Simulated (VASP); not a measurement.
## AlGa3N4: single point with r2SCAN

Crystal: AlGa3N4.

```
CELL_PARAMETERS angstrom
0.00000 -4.46534 0.00000
0.00000 0.00000 -4.46534
8.93069 -1.48830 1.48830
ATOMIC_POSITIONS crystal
Al 0.72874 0.27126 0.81385
Al 0.89539 0.10461 0.31385
Ga 0.47872 0.02128 0.06385
Ga 0.31207 0.18793 0.56385
Ga 0.97872 0.52128 0.06385
Ga 0.81207 0.68793 0.56385
Ga 0.22874 0.77126 0.81385
Ga 0.39539 0.60461 0.31385
N 0.18081 0.81919 0.19153
N 0.01416 0.98584 0.69153
N 0.69152 0.30848 0.19153
N 0.52487 0.47513 0.69153
N 0.93262 0.55668 0.93617
N 0.09927 0.39003 0.43617
N 0.44332 0.06738 0.93617
N 0.60997 0.90073 0.43617
```

This cell differs from its parent crystal: the part above a cut slid along it.

- Program: VASP 6.6.1
- Task: single point
- Functional: r2SCAN
- Potentials or basis: VASP PAW PBE potentials, release 64 (Al, Ga_d, N)
- Cutoff: 520 eV
- k mesh: 5 × 5 × 3
- Occupations: gaussian, width 0.05 eV
- Spin: no spin polarisation
- Dipole correction: no
- Further INCAR settings: LREAL = Auto; ALGO = Normal; EDIFF = 1e-06; NBANDS = 76

```
Pressure               : 47.2 GPa
Largest force          : 59.147 eV/Å
Band gap on the k mesh : 2.53 eV
```

Forces in eV/Å, atoms in the order of the input:
```
Al   -0.565   0.314  -0.314
Al    0.230   0.077  -0.077
Ga   53.404 -15.620  17.672
Ga   -0.017   0.017  -0.011
Ga   53.404 -17.672  15.620
Ga   -0.017   0.011  -0.017
Ga   -0.818   0.353  -0.353
Ga    0.274   0.062  -0.062
N     0.953  -0.564   0.564
N     0.096   0.055  -0.055
N     1.133  -0.828   0.828
N     0.096  -0.003   0.003
N   -54.044  18.189 -15.709
N    -0.043  -0.010   0.092
N   -54.044  15.709 -18.189
N    -0.043  -0.092   0.010
```

Stress tensor (GPa, compression positive):
```
116.79 -37.87  37.87
-37.87  12.35 -12.56
 37.87 -12.56  12.35
```

Levels at points of the mesh, in eV from the valence-band top:
```tsv
k point	band 60	band 61	band 62	band 63	band 64	band 65
(0.00, 0.00, 0.00)	-0.48	-0.07	0.00	2.53	3.86	4.13
```

Run time: 20 min on 1 thread of Intel(R) Xeon(R) 6975P-C (Granite Rapids), with other jobs on the host, peak memory 0.43 GiB.

Caveat: the cell differs from its parent crystal (the part above a cut slid along it); atoms lie so close that the PAW spheres overlap strongly, which falsifies energies and pressures; the stress differs along the axes, from 12 to 117 GPa; the PAW data sets were made with another functional, which shifts forces and pressure a little.
